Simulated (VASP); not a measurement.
# Ir (P2_1/m) in VASP: further runs

Runs on Ir. Level: PBEsol. Tasks: single point.

Everything below comes from runs of VASP 6.6.1. Logs are shortened: lines on timing, memory, paths and dates and some standing lists are left out, and cuts for length are marked.

### 1 The cell of the first run

The typed cell holds 2 atoms: a = 2.751 Å, b = 2.742 Å, c = 4.462 Å, α = 90.00°, β = 90.00°, γ = 119.68°.

### 2 Single point, PBEsol (strain +0.0075 x Voigt [0, 0, 0, 0, 0, 1])

Contents of INCAR:

```
  ALGO = Fast
  EDIFF = 1E-6
  ENCUT = 520
  GGA = PS
  ISIF = 2
  ISMEAR = 0
  LASPH = True
  LCHARG = False
  LREAL = False
  LWAVE = False
  NBANDS = 16
  NELM = 100
  PREC = Accurate
  SIGMA = 0.15
```

Contents of KPOINTS:

```
k-points
0
Gamma
  18 18 12
```

Contents of POSCAR:

```
Ir
1.0
    2.7513778946      0.0103176671      0.0000000000
   -1.3667535855      2.3776043186      0.0000000000
    0.0000000000      0.0000000000      4.4622900000
Ir
2
Direct
    0.6666666667      0.3333333333      0.7500000000
    0.3333333333      0.6666666667      0.2500000000
```

Potentials or basis: VASP PAW PBE potentials, release 64 (Ir).

Run with:

```sh
> cat potpaw_PBE.64/Ir/POTCAR > POTCAR
> mpirun -np 1 vasp_std > vasp.out
```

OUTCAR:

```text
EDIFF = 1E-6
   ENCUT = 520
   GGA = PS
   ISIF = 2
   ISMEAR = 0
   LASPH = True
   LREAL = False
   NELM = 100
   PREC = Accurate

 ion  position               nearest neighbor table
   1  0.667  0.333  0.750-   2 2.74   2 2.74   2 2.74   2 2.74   2 2.74   2 2.74
   2  0.333  0.667  0.250-   1 2.74   1 2.74   1 2.74   1 2.74   1 2.74   1 2.74

  Warning from LATTYP: Monoclinic adjustment (A1->A3, A2->A1, A3->A2)!
  LATTYP: Found a simple monoclinic cell.
 ALAT       =     2.7424473850
 B/A-ratio  =     1.6271196394
 C/A-ratio  =     1.0032634556
 COS(beta)  =    -0.4951154321

  Lattice vectors:

 A1 = (  -1.3667535855,   2.3776043186,   0.0000000000)
 A2 = (   0.0000000000,   0.0000000000,   4.4622900000)
 A3 = (   2.7513778946,   0.0103176671,   0.0000000000)

Analysis of symmetry for initial positions (statically):
=====================================================================
 Subroutine PRICEL returns:
 Original cell was already a primitive cell.

 Routine SETGRP: Setting up the symmetry group for a
 simple monoclinic supercell.

 Subroutine GETGRP returns: Found  4 space group operations
 (whereof  2 operations were pure point group operations)
 out of a pool of  4 trial point group operations.

The static configuration has the point symmetry S_2 .
 The point group associated with its full space group is C_2h.

Analysis of symmetry for dynamics (positions and initial velocities):
=====================================================================
 Subroutine PRICEL returns:
 Original cell was already a primitive cell.

 Routine SETGRP: Setting up the symmetry group for a
 simple monoclinic supercell.

 Subroutine GETGRP returns: Found  4 space group operations
 (whereof  2 operations were pure point group operations)
 out of a pool of  4 trial point group operations.

The dynamic configuration has the point symmetry S_2 .
 The point group associated with its full space group is C_2h.

 Subroutine INISYM returns: Found  4 space group operations
 (whereof  2 operations are pure point group operations),
 and found     1 'primitive' translations

----------------------------------------------------------------------------------------

                                     Primitive cell

  volume of cell :      29.2538

  direct lattice vectors                    reciprocal lattice vectors
     2.751377895  0.010317667  0.000000000     0.362672452  0.208480390  0.000000000
    -1.366753585  2.377604319  0.000000000    -0.001573825  0.419686725  0.000000000
     0.000000000  0.000000000  4.462290000     0.000000000  0.000000000  0.224100182

  length of vectors
     2.751397240  2.742447385  4.462290000     0.418324492  0.419689675  0.224100182

  position of ions in fractional coordinates (direct lattice)
     0.666666667  0.333333333  0.750000000
     0.333333333  0.666666667  0.250000000

  ion indices of the primitive-cell ions
   primitive index   ion index
                 1           1
                 2           2

----------------------------------------------------------------------------------------

 KPOINTS: k-points

Automatic generation of k-mesh.
 Grid dimensions read from file:
 generate k-points for:   18   18   12

 Generating k-lattice:

  Cartesian coordinates                     Fractional coordinates (reciprocal lattice)
     0.020148470  0.011582244  0.000000000     0.055555556  0.000000000  0.000000000
    -0.000087435  0.023315929  0.000000000    -0.000000000  0.055555556  0.000000000
     0.000000000  0.000000000  0.018675015     0.000000000  0.000000000  0.083333333

  Length of vectors
     0.023240250  0.023316093  0.018675015

  Shift w.r.t. Gamma in fractional coordinates (k-lattice)
     0.000000000  0.000000000  0.000000000

 Subroutine IBZKPT returns following result:
 ===========================================

 Found   1148 irreducible k-points:

 Following reciprocal coordinates:
            Coordinates               Weight
  0.000000  0.000000  0.000000      1.000000
  0.055556 -0.000000  0.000000      2.000000
  0.111111 -0.000000  0.000000      2.000000
  0.166667 -0.000000  0.000000      2.000000
  0.222222  0.000000  0.000000      2.000000
  0.277778 -0.000000  0.000000      2.000000
[... 16 lines left out ...]
 -0.333333  0.055556  0.000000      2.000000
 -0.277778  0.055556  0.000000      2.000000
 [... further k-points ...]
   k-points           NKPTS =   1148   k-points in BZ     NKDIM =   1148   number of bands    NBANDS=     16
   number of dos      NEDOS =    301   number of ions     NIONS =      2
   total plane-waves  NPLWV =  14400
   dimension x,y,z NGX =    20 NGY =   20 NGZ =   36
   dimension x,y,z NGXF=    40 NGYF=   40 NGZF=   72
   ions per type =               2
   NGX,Y,Z   is equivalent  to a cutoff of  12.08, 12.12, 13.41 a.u.
   NGXF,Y,Z  is equivalent  to a cutoff of  24.17, 24.25, 26.82 a.u.
 SYSTEM =  unknown system
   PREC   = accura    normal or accurate (medium, high low for compatibility)
   ISTART =      0    job   : 0-new  1-cont  2-samecut
   ICHARG =      2    charge: 1-file 2-atom 10-const
   ISPIN  =      1    spin polarized calculation?
   LNONCOLLINEAR =      F non collinear calculations
   LSORBIT =      F    spin-orbit coupling
   LASPH  =      T    aspherical Exc in radial PAW
   ENCUT  =  520.0 eV  38.22 Ry    6.18 a.u.   5.12  5.10  8.30*2*pi/ulx,y,z
   NELM   =    100;   NELMIN=  2; NELMDL= -5     # of ELM steps
   EDIFF  = 0.1E-05   stopping-criterion for ELM
   LREAL  =      F    real-space projection
   EDIFFG = 0.1E-04   stopping-criterion for IOM
   NSW    =      0    number of steps for IOM
   IBRION =     -1    ionic relax: 0-MD 1-quasi-New 2-CG
   NFREE  =      0    steps in history (QN), initial steepest desc. (CG)
   ISIF   =      2    stress and relaxation
   ISYM   =      2    0-nonsym 1-usesym 2-fastsym
   POTIM  = 0.5000    time-step for ionic-motion
   TEBEG  =    0.0;   TEEND  =   0.0 temperature during run
   PSTRESS=    0.0 pullay stress
   NELECT =      18.0000    total number of electrons
   NUPDOWN=      -1.0000    fix difference up-down
   EMIN   =  10.00;   EMAX   =-10.00  energy-range for DOS
   EFERMI =   0.00;   METHOD = LEGACY
   ISMEAR =     0;   SIGMA  =   0.15  broadening in eV -4-tet -1-fermi 0-gaus
   EFERMI_NEDOS =   21; number of points for ismear=-14 and -15
   IALGO  =     68    algorithm
   IMIX   =      4    mixing-type and parameters
     AMIX     =   0.40;   BMIX     =  1.00
     AMIX_MAG =   1.60;   BMIX_MAG =  1.00
  volume/ion in A,a.u.               =      14.63        98.71
  Fermi-wavevector in a.u.,A,eV,Ry     =   1.392424  2.631299 26.379570  1.938844
  Thomas-Fermi vector in A             =   2.516168
   LORBIT       =      0    0 simple, 1 ext, 2 COOP (PROOUT), +10 PAW based schemes
   GGA     = PS    functional components
   LHFCALC =     F    Hartree Fock is set to
   AEXX    =    0.0000 exact exchange contribution
   IVDW    =     0    specifies the selected vdW correction
   LEPSILON=     F    determine dielectric tensor
   LRPA    =     F    only Hartree local field effects (RPA)
 non-spin polarized calculation
 RMM-DIIS sequential band-by-band and
 Gauss-broadening in eV      SIGMA  =   0.15
  energy-cutoff  :      520.00
  volume of cell :       29.25
 maximum number of plane-waves:       801
   NGX = 11   NGY = 11   NGZ = 17

 number of electron      18.0000000 magnetization

 Free energy of the ion-electron system (eV)
  ---------------------------------------------------
  ext. energy  EPLUGINS =         0.00000000
  ---------------------------------------------------
  free energy    TOTEN  =       -19.46227552 eV

  energy without entropy =      -19.43621772  energy(sigma->0) =      -19.44924662

 E-fermi :   9.7983     XC(G=0): -13.9058

 val. band max:        9.7962148932   @ k =   0.4444   0.1667   0.0833
 cond. band min:       9.7982695489   @ k =   0.5000   0.3333   0.1667
 fundamental gap:      0.0020546558
 Fermi energy:         9.7982627639

 k-point     1 :       0.0000    0.0000    0.0000
  band No.  band energies     occupation
      1      -1.1575      2.00000
      2       1.9052      2.00000
      3       6.0149      2.00000
      4       6.0450      2.00000
      5       6.1927      2.00000
      6       6.6790      2.00000
[... 8 lines left out ...]
     15      26.2017      0.00000
     16      27.2042      0.00000

 k-point     2 :       0.0556   -0.0000    0.0000
  band No.  band energies     occupation
      1      -1.0411      2.00000
      2       2.0092      2.00000
      3       5.7597      2.00000
      4       6.2590      2.00000
      5       6.3065      2.00000
      6       6.6240      2.00000
[... 8 lines left out ...]
     15      26.3566      0.00000
     16      27.3793      0.00000

 k-point     3 :       0.1111   -0.0000    0.0000
  band No.  band energies     occupation
      1      -0.7006      2.00000
      2       2.3012      2.00000
      3       5.4483      2.00000
      4       6.3924      2.00000
      5       6.5626      2.00000
      6       6.6373      2.00000
[... 8 lines left out ...]
     15      26.7680      0.00000
     16      27.6553      0.00000

 k-point     4 :       0.1667   -0.0000    0.0000
  band No.  band energies     occupation
      1      -0.1644      2.00000
      2       2.7063      2.00000
      3       5.1494      2.00000
      4       5.9894      2.00000
      5       6.1779      2.00000
      6       6.9981      2.00000
[... 8 lines left out ...]
     15      27.0298      0.00000
     16      27.3310      0.00000
[... 324 lines left out ...]
 k-point    22 :      -0.3889    0.0556    0.0000
  band No.  band energies     occupation
      1       2.1982      2.00000
      2       2.9411      2.00000
      3       3.6947      2.00000
      4       5.4836      2.00000
      5       6.0143      2.00000
      6       6.4430      2.00000
[... 8 lines left out ...]
     15      22.3195      0.00000
     16      24.2922      0.00000

 k-point    23 :      -0.3333    0.0556    0.0000
  band No.  band energies     occupation
      1       1.6592      2.00000
      2       3.1391      2.00000
      3       4.1695      2.00000
      4       5.1540      2.00000
      5       6.0936      2.00000
      6       6.1811      2.00000
[... 8 lines left out ...]
     15      23.6301      0.00000
     16      24.9625      0.00000

 k-point    24 :      -0.2778    0.0556    0.0000
  band No.  band energies     occupation
      1       0.9587      2.00000
      2       3.2104      2.00000
      3       4.7855      2.00000
      4       4.9343      2.00000
      5       5.9640      2.00000
      6       6.4032      2.00000
[... 8 lines left out ...]
     15      24.9894      0.00000
     16      25.8180      0.00000

 [... further k-points ...]
[... 5 lines left out ...]
  --------------------------------------------------------------------------------------
  -------------------------------------------------------------------------------------
  Total       -2.1319688     -2.1257601     -2.1727940     -0.2665270      0.0000000      0.0000000
  in kB     -116.7639084   -116.4238711   -118.9998298    -14.5971834      0.0000000      0.0000000
  external PRESSURE =    -117.3958698 kB  Pullay stress =       0.0000000 kB

 VOLUME and BASIS-vectors are now :
 -----------------------------------------------------------------------------
  energy-cutoff  :      520.00
  volume of cell :       29.25
      direct lattice vectors                 reciprocal lattice vectors
     2.751377895  0.010317667  0.000000000     0.362672452  0.208480390  0.000000000
    -1.366753585  2.377604319  0.000000000    -0.001573825  0.419686725  0.000000000
     0.000000000  0.000000000  4.462290000     0.000000000  0.000000000  0.224100182

 POSITION                                       TOTAL-FORCE (eV/Angst)
 -----------------------------------------------------------------------------------
      1.37867      0.79941      3.34672         0.009331      0.000103      0.000000
      0.00596      1.58851      1.11557        -0.009331     -0.000103      0.000000
 -----------------------------------------------------------------------------------
    total drift:                                0.000000      0.000000     -0.000000

  FREE ENERGIE OF THE ION-ELECTRON SYSTEM (eV)
  ---------------------------------------------------
  free  energy   TOTEN  =       -19.4622755214 eV

  energy  without entropy=      -19.4362177246  energy(sigma->0) =      -19.44924662
```

Wall time 4 min (1 thread of AMD EPYC 9R45 (Zen 5), shared host); peak memory 0.49 GiB.

Results:

```
Free energy            : -19.4623 eV
Pressure               : -11.7 GPa
Largest force          : 0.009 eV/Å
Band gap on the k mesh : zero (band 9 reaches 10.73 eV, above the bottom of band 10 at 7.49 eV)
```

Forces on the atoms (eV/Å):
```
Ir   0.009  0.000  0.000
Ir  -0.009  0.000  0.000
```

Stress tensor (GPa, compression positive):
```
-11.68  -1.46   0.00
 -1.46 -11.64   0.00
  0.00   0.00 -11.90
```

Levels at points of the mesh, in eV from the Fermi level:
| k point | band 6 | band 7 | band 8 | band 9 | band 10 | band 11 | band 12 | band 13 |
| --- | --- | --- | --- | --- | --- | --- | --- | --- |
| (0.00, 0.00, 0.00) | -3.12 | -2.98 | -2.30 | -2.26 | -0.80 | 0.24 | 0.27 | 6.73 |
| (0.50, 0.00, 0.00) | -3.38 | -2.92 | 0.65 | 0.93 | 1.05 | 2.79 | 4.18 | 7.94 |
| (0.00, 0.50, 0.00) | -3.36 | -2.88 | 0.67 | 0.91 | 1.06 | 2.82 | 4.22 | 8.00 |
| (0.50, 0.50, 0.00) | -3.33 | -2.84 | 0.68 | 0.90 | 1.08 | 2.84 | 4.26 | 8.06 |
| (0.00, 0.00, 0.50) | -3.86 | -3.73 | -3.73 | -0.48 | -0.48 | -0.44 | -0.44 | 13.54 |
| (0.50, 0.00, 0.50) | -2.01 | -0.97 | -0.97 | 0.89 | 0.89 | 1.91 | 1.91 | 7.28 |
| (0.00, 0.50, 0.50) | -2.04 | -0.95 | -0.95 | 0.90 | 0.90 | 1.94 | 1.94 | 7.34 |
| (0.50, 0.50, 0.50) | -2.08 | -0.93 | -0.93 | 0.92 | 0.92 | 1.96 | 1.96 | 7.40 |

Caveat: the cell differs from its parent crystal (strain +0.0075 x Voigt [0, 0, 0, 0, 0, 1]); the PAW data sets were made with another functional, which shifts forces and pressure a little; spin-orbit coupling is left out, which moves the levels of the heavy elements.

### 3 Single point, PBEsol (strain +0.0025 x Voigt [0, 0, 0, 0, 0, 1])

Contents of INCAR:

```
SYSTEM = Ir
PREC     = Accurate       ! precision mode
ENCUT    = 520            ! plane-wave cutoff, eV
EDIFF    = 1E-6           ! SCF threshold, eV
ISMEAR   = 0              ! smearing method
SIGMA    = 0.15           ! smearing width, eV
LREAL    = .FALSE.        ! projectors in reciprocal space
LASPH    = .TRUE.         ! aspherical terms in the spheres
NELM     = 60             ! most SCF steps
ALGO     = Fast           ! electronic algorithm
ISIF     = 2              ! what is computed and relaxed
LWAVE    = .FALSE.        ! write WAVECAR
LCHARG   = .FALSE.        ! write CHGCAR
GGA      = PS             ! functional
NBANDS   = 16             ! bands
```

Contents of KPOINTS:

```
regular mesh
0
G
  18 18 12
  0 0 0
```

Contents of POSCAR:

```
Ir
1.0
    2.7513778946      0.0034392224      0.0000000000
   -1.3727104933      2.3810435409      0.0000000000
    0.0000000000      0.0000000000      4.4622900000
Ir
2
Direct
    0.6666666667      0.3333333333      0.7500000000
    0.3333333333      0.6666666667      0.2500000000
```

Potentials or basis: VASP PAW PBE potentials, release 64 (Ir).

Run with:

```sh
> cat potpaw_PBE.64/Ir/POTCAR > POTCAR
> mpirun -np 1 vasp_std > vasp.out
```

Wall time 4.1 min (1 thread of AMD EPYC 9R45 (Zen 5), shared host); peak memory 0.49 GiB.

It converged, with:

| Quantity | Value |
| --- | --- |
| Free energy | -19.4631 eV |
| Pressure | -11.8 GPa |
| Largest force | 0.003 eV/Å |
| Band gap on the k mesh | zero (band 9 reaches 10.72 eV, above the bottom of band 10 at 7.52 eV) |

Forces on the atoms (eV/Å):
```
Ir   0.003  0.000  0.000
Ir  -0.003  0.000  0.000
```

Stress tensor (GPa, compression positive):
```
-11.69  -0.49   0.00
 -0.49 -11.69   0.00
  0.00   0.00 -11.90
```

Levels at points of the mesh, in eV from the Fermi level:
| k point | band 5 | band 6 | band 7 | band 8 | band 9 | band 10 | band 11 | band 12 | band 13 | band 14 |
| --- | --- | --- | --- | --- | --- | --- | --- | --- | --- | --- |
| (0.00, 0.00, 0.00) | -3.66 | -3.07 | -3.03 | -2.29 | -2.28 | -0.80 | 0.25 | 0.26 | 6.73 | 14.26 |
| (0.50, 0.00, 0.00) | -3.43 | -3.37 | -2.89 | 0.66 | 0.92 | 1.06 | 2.81 | 4.21 | 7.98 | 10.00 |
| (0.00, 0.50, 0.00) | -3.43 | -3.36 | -2.88 | 0.67 | 0.91 | 1.06 | 2.82 | 4.22 | 8.00 | 10.01 |
| (0.50, 0.50, 0.00) | -3.43 | -3.35 | -2.86 | 0.67 | 0.91 | 1.07 | 2.82 | 4.23 | 8.02 | 10.02 |
| (0.00, 0.00, 0.50) | -3.82 | -3.82 | -3.78 | -3.78 | -0.47 | -0.47 | -0.46 | -0.46 | 13.54 | 13.54 |
| (0.50, 0.00, 0.50) | -2.03 | -2.03 | -0.95 | -0.95 | 0.90 | 0.90 | 1.93 | 1.93 | 7.32 | 7.32 |
| (0.00, 0.50, 0.50) | -2.05 | -2.05 | -0.95 | -0.95 | 0.90 | 0.90 | 1.94 | 1.94 | 7.34 | 7.34 |
| (0.50, 0.50, 0.50) | -2.06 | -2.06 | -0.94 | -0.94 | 0.91 | 0.91 | 1.95 | 1.95 | 7.36 | 7.36 |

Caveat: the cell differs from its parent crystal (strain +0.0025 x Voigt [0, 0, 0, 0, 0, 1]); the PAW data sets were made with another functional, which shifts forces and pressure a little; spin-orbit coupling is left out, which moves the levels of the heavy elements.
